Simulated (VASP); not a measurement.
# Mg in VASP: further runs, part 2 of 2

VASP 6.6.1.

## 4. Single point, PBEsol (the cell strained at random)

INCAR reads:

```
PREC     = Accurate       # precision mode
ENCUT    = 520            # plane-wave cutoff, eV
EDIFF    = 1E-7           # SCF threshold, eV
ISMEAR   = 0              # smearing method
SIGMA    = 0.1            # smearing width, eV
LREAL    = F              # projectors in reciprocal space
LASPH    = T              # aspherical terms in the spheres
NELM     = 80             # most SCF steps
ALGO     = Fast           # electronic algorithm
ISIF     = 2              # what is computed and relaxed
LWAVE    = F              # write WAVECAR
LCHARG   = F              # write CHGCAR
GGA      = PS             # functional
NBANDS   = 7              # bands
```

KPOINTS reads:

```
regular mesh
0
Gamma
  14 14 12
```

POSCAR reads:

```
Mg
1.0
    3.0308388878     -0.0217181346     -0.0476151799
   -1.5342279002      2.7342812688     -0.0030314432
   -0.0475299145     -0.0309355497      3.0944379740
Mg
1
Direct
    0.0000000000      0.0000000000      0.0000000000
```

Potentials or basis: VASP PAW PBE potentials, release 64 (Mg).

Launch:

```bash
$ cat potpaw_PBE.64/Mg/POTCAR > POTCAR
$ mpirun -np 1 vasp_std > vasp.out
```

OUTCAR:

```text
PREC = Accurate
   ENCUT = 520
   EDIFF = 1E-7
   ISMEAR = 0
   LREAL = F
   LASPH = T
   NELM = 80
   ISIF = 2
   GGA = PS

 ion  position               nearest neighbor table
   1  0.000  0.000  0.000-

  LATTYP: Found a triclinic cell.
 ALAT       =     3.0984525631
 B/A-ratio  =     0.9783240596
 C/A-ratio  =     0.9988720259
 COS(alpha) =     0.0309885598
 COS(beta)  =     0.0325114636
 COS(gamma) =     0.4769312686

  Lattice vectors:

 A1 = (   1.4966109876,   2.7125631342,  -0.0506466231)
 A2 = (   3.0308388878,  -0.0217181346,  -0.0476151799)
 A3 = (   0.0475299145,   0.0309355497,  -3.0944379740)

Analysis of symmetry for initial positions (statically):
=====================================================================
 Subroutine PRICEL returns:
 Original cell was already a primitive cell.

 Routine SETGRP: Setting up the symmetry group for a
 triclinic supercell.

 Subroutine GETGRP returns: Found  2 space group operations
 (whereof  2 operations were pure point group operations)
 out of a pool of  2 trial point group operations.

The static configuration has the point symmetry S_2 .

Analysis of symmetry for dynamics (positions and initial velocities):
=====================================================================
 Subroutine PRICEL returns:
 Original cell was already a primitive cell.

 Routine SETGRP: Setting up the symmetry group for a
 triclinic supercell.

 Subroutine GETGRP returns: Found  2 space group operations
 (whereof  2 operations were pure point group operations)
 out of a pool of  2 trial point group operations.

The dynamic configuration has the point symmetry S_2 .

 Subroutine INISYM returns: Found  2 space group operations
 (whereof  2 operations are pure point group operations),
[... 104 lines left out ...]
   PSTRESS=    0.0 pullay stress
   NELECT =       2.0000    total number of electrons
   NUPDOWN=      -1.0000    fix difference up-down
   EMIN   =  10.00;   EMAX   =-10.00  energy-range for DOS
   EFERMI =   0.00;   METHOD = LEGACY
   ISMEAR =     0;   SIGMA  =   0.10  broadening in eV -4-tet -1-fermi 0-gaus
   EFERMI_NEDOS =   21; number of points for ismear=-14 and -15
   IALGO  =     68    algorithm
   IMIX   =      4    mixing-type and parameters
     AMIX     =   0.40;   BMIX     =  1.00
     AMIX_MAG =   1.60;   BMIX_MAG =  1.00
  volume/ion in A,a.u.               =      25.53       172.30
  Fermi-wavevector in a.u.,A,eV,Ry     =   0.700468  1.323693  6.675773  0.490655
  Thomas-Fermi vector in A             =   1.784629
   LORBIT       =      0    0 simple, 1 ext, 2 COOP (PROOUT), +10 PAW based schemes
   GGA     = PS    functional components
   LHFCALC =     F    Hartree Fock is set to
   AEXX    =    0.0000 exact exchange contribution
   IVDW    =     0    specifies the selected vdW correction
   LEPSILON=     F    determine dielectric tensor
   LRPA    =     F    only Hartree local field effects (RPA)
 non-spin polarized calculation
 RMM-DIIS sequential band-by-band and
 Gauss-broadening in eV      SIGMA  =   0.10
  energy-cutoff  :      520.00
  volume of cell :       25.53
 maximum number of plane-waves:       703
   NGX = 11   NGY = 11   NGZ = 11

 number of electron       2.0000000 magnetization

 Free energy of the ion-electron system (eV)
  ---------------------------------------------------
  ext. energy  EPLUGINS =         0.00000000
  ---------------------------------------------------
  free energy    TOTEN  =        -1.48381340 eV

  energy without entropy =       -1.48132888  energy(sigma->0) =       -1.48257114

 E-fermi :   2.0306     XC(G=0):  -8.1868

 val. band max:        2.0249740902   @ k =  -0.3571  -0.1429   0.4167
 cond. band min:       2.0355722169   @ k =   0.2857  -0.2143   0.4167
 fundamental gap:      0.0105981267
 Fermi energy:         2.0306012596

 k-point     1 :       0.0000    0.0000    0.0000
  band No.  band energies     occupation
      1      -4.4503      2.00000
      2       9.8498      0.00000
      3      10.4392      0.00000
      4      13.8902      0.00000
      5      14.7924      0.00000
      6      14.8794      0.00000
      7      15.6289      0.00000
[... 221 lines left out ...]
 k-point    24 :       0.0714    0.1429   -0.0000
  band No.  band energies     occupation
      1      -3.7135      2.00000
      2       8.3717      0.00000
      3      10.1547      0.00000
      4      11.0636      0.00000
      5      12.3492      0.00000
      6      15.6970      0.00000
      7      17.5759      0.00000

 [... further k-points ...]
[... 5 lines left out ...]
  --------------------------------------------------------------------------------------
  -------------------------------------------------------------------------------------
  Total        0.0678471     -0.2014106     -0.1214351      0.0466537     -0.0561899     -0.0661727
  in kB        4.2574765    -12.6387288     -7.6201799      2.9275668     -3.5259737     -4.1524064
  external PRESSURE =      -5.3338107 kB  Pullay stress =       0.0000000 kB

 VOLUME and BASIS-vectors are now :
 -----------------------------------------------------------------------------
  energy-cutoff  :      520.00
  volume of cell :       25.53
      direct lattice vectors                 reciprocal lattice vectors
     3.030838888 -0.021718135 -0.047615180     0.331383287  0.185949615  0.006948943
    -1.534227900  2.734281269 -0.003031443     0.002689867  0.367240245  0.003712670
    -0.047529914 -0.030935550  3.094437974     0.005101744  0.003221035  0.323271023

 POSITION                                       TOTAL-FORCE (eV/Angst)
 -----------------------------------------------------------------------------------
      0.00000      0.00000      0.00000         0.000000     -0.000000     -0.000000
 -----------------------------------------------------------------------------------
    total drift:                                0.000000      0.000000      0.000000

  FREE ENERGIE OF THE ION-ELECTRON SYSTEM (eV)
  ---------------------------------------------------
  free  energy   TOTEN  =        -1.4838134047 eV

  energy  without entropy=       -1.4813288821  energy(sigma->0) =       -1.48257114
```

OSZICAR:

```text
N       E                     dE             d eps       ncg     rms          rms(c)
DAV:   1    -0.892336442386E+00   -0.89234E+00   -0.76407E+02 17689   0.192E+02
DAV:   2    -0.149373113163E+01   -0.60139E+00   -0.57292E+00 21315   0.104E+01
DAV:   3    -0.149629415134E+01   -0.25630E-02   -0.25616E-02 21294   0.756E-01
DAV:   4    -0.149629929115E+01   -0.51398E-05   -0.51399E-05 23387   0.253E-02
DAV:   5    -0.149629930181E+01   -0.10660E-07   -0.10661E-07 21560   0.826E-04    0.638E-01
RMM:   6    -0.148950881495E+01    0.67905E-02   -0.40494E-04 16531   0.108E-01    0.406E-01
RMM:   7    -0.148380383985E+01    0.57050E-02   -0.16973E-03 18825   0.213E-01    0.212E-02
RMM:   8    -0.148381330005E+01   -0.94602E-05   -0.58215E-05 18235   0.421E-02    0.547E-03
RMM:   9    -0.148381344601E+01   -0.14596E-06   -0.47762E-06 18337   0.126E-02    0.635E-04
RMM:  10    -0.148381340465E+01    0.41353E-07   -0.60956E-07 19046   0.420E-03
   1 F= -.14838134E+01 E0= -.14825711E+01  d E =-.248452E-02
```

stdout:

```text
POSCAR found type information on POSCAR Mg
 POSCAR found :  1 types and       1 ions
 scaLAPACK will be used
 -----------------------------------------------------------------------------
|                                                                             |
|                                                                             |
|     You enforced a specific xc type in the INCAR file but a different       |
|     I HOPE YOU KNOW WHAT YOU ARE DOING!                                     |
|                                                                             |
 -----------------------------------------------------------------------------

 LDA part: xc-table for (Slater+PW92), standard interpolation
 POSCAR, INCAR and KPOINTS ok, starting setup
 FFT: planning ... GRIDC
 FFT: planning ... GRID_SOFT
 FFT: planning ... GRID
 WAVECAR not read
 entering main loop
```

It took 57 s on 1 thread of Intel Xeon 8259CL, shared host; peak memory 0.33 GiB.

What came out:

```yaml
Free_energy: -1.4838 eV
Pressure: -0.5 GPa
Band_gap_on_the_k_mesh: zero (bands 1 and 2 overlap by 4.79 eV)
```

Levels at points of the mesh, in eV from the Fermi level:
```
           k point  band 1  band 2  band 3  band 4
(0.00, 0.00, 0.00)   -6.48    7.82    8.41   11.86
(0.50, 0.00, 0.00)   -1.39   -0.93    7.80    7.92
(0.00, 0.50, 0.00)   -1.63   -1.39    8.47    9.01
(0.50, 0.50, 0.00)   -1.48   -1.10    8.07    8.32
(0.00, 0.00, 0.50)   -2.96   -2.27   13.90   14.86
(0.50, 0.00, 0.50)    1.44    2.64    2.82    3.43
(0.00, 0.50, 0.50)    1.27    2.16    2.58    2.99
(0.50, 0.50, 0.50)    1.42    2.41    2.85    3.15
```

Caveat: the cell differs from its parent crystal (the cell strained at random); the PAW data sets were made with another functional, which shifts forces and pressure a little.

## 5. Single point, r2SCAN

This run uses another cell than the first one, of 25.98 Å³/atom.

POSCAR reads:

```
Mg
1.0
    3.1089570657      0.0000000000      0.0000000000
   -1.5544785329      2.6924357981      0.0000000000
    0.0000000000      0.0000000000      3.1033897965
Mg
1
Direct
    0.0000000000      0.0000000000      0.0000000000
```

INCAR.step1 reads:

```
SYSTEM = Mg
ALGO = Normal ; EDIFF = 1E-5
ENCUT = 660 ; GGA = PE
GGA_COMPAT = .False. ; ISMEAR = 0
LASPH = .True. ; LCHARG = .False.
LREAL = .False. ; LWAVE = .True.
NBANDS = 7 ; NELM = 120
PREC = Accurate ; SIGMA = 0.1
```

INCAR.step2 reads:

```
SYSTEM = Mg
ALGO = Normal ; EDIFF = 1E-6
ENCUT = 660 ; GGA_COMPAT = .False.
ISIF = 2 ; ISMEAR = 0
ISTART = 1 ; LASPH = .True.
LCHARG = .False. ; LMIXTAU = .True.
LREAL = .False. ; LWAVE = .False.
METAGGA = R2SCAN ; NBANDS = 7
NELM = 120 ; PREC = Accurate
SIGMA = 0.1
```

KPOINTS reads:

```
k-points
0
Gamma
  19 19 18
  0 0 0
```

Launch:

```bash
$ cat potpaw_PBE.64/Mg/POTCAR > POTCAR
$ cp INCAR.step1 INCAR
$ mpirun -np 1 vasp_std > vasp.out
$ cp INCAR.step2 INCAR
$ mpirun -np 1 vasp_std > vasp.out
```

It took 3.1 min on 1 thread of Intel Xeon 8259CL, shared host; peak memory 0.25 GiB.

Results (log left out):

| Quantity | Value |
| --- | --- |
| Free energy | -3.8658 eV |
| Pressure | -1.3 GPa |
| Band gap on the k mesh | zero (bands 1 and 2 overlap by 5.29 eV) |

Stress tensor (GPa, compression positive):
```
-1.34  0.00  0.00
 0.00 -1.34  0.00
 0.00  0.00 -1.25
```

Levels at points of the mesh, in eV from the Fermi level:
| k point | band 1 | band 2 | band 3 | band 4 | band 5 |
| --- | --- | --- | --- | --- | --- |
| (0.00, 0.00, 0.00) | -6.87 | 8.36 | 9.11 | 13.08 | 13.08 |
| (0.00, 0.00, 0.50) | -2.97 | -2.52 | 15.30 | 15.30 | 16.94 |

Caveat: the PAW data sets were made with another functional, which shifts forces and pressure a little.

## 6. The runs side by side

| level | cell | k mesh | cutoff (eV) | gap on the mesh (eV) | pressure (GPa) |
| --- | --- | --- | --- | --- | --- |
| PBEsol | a = 3.027, b = 3.026, c = 3.023 Å, angles 90.7, 89.4, 120.0°, 1 atom | 14 × 14 × 12 | 520 | none | 1.4 |
| PBEsol | a = 3.102, b = 2.997, c = 3.075 Å, angles 87.9, 91.0, 118.9°, 1 atom | 14 × 14 × 12 | 520 | none | 0.1 |
| PBEsol | a = 3.031, b = 3.135, c = 3.095 Å, angles 90.1, 91.8, 119.7°, 1 atom | 14 × 14 × 12 | 520 | none | -0.5 |
| r2SCAN | a = 3.109, b = 3.109, c = 3.103 Å, angles 90.0, 90.0, 120.0°, 1 atom | 19 × 19 × 18 | 660 | none | -1.3 |

Alike in all rows: task single point; potentials or basis VASP PAW PBE potentials, release 64 (Mg); no spin polarisation; smearing gaussian 0.1 eV.

Caveats: the PAW data sets were made with another functional, which shifts forces and pressure a little.

Absolute energies hang on the potentials; compare differences alone.

The gap in the log of VASP goes by the Fermi energy; the results here count the filled bands.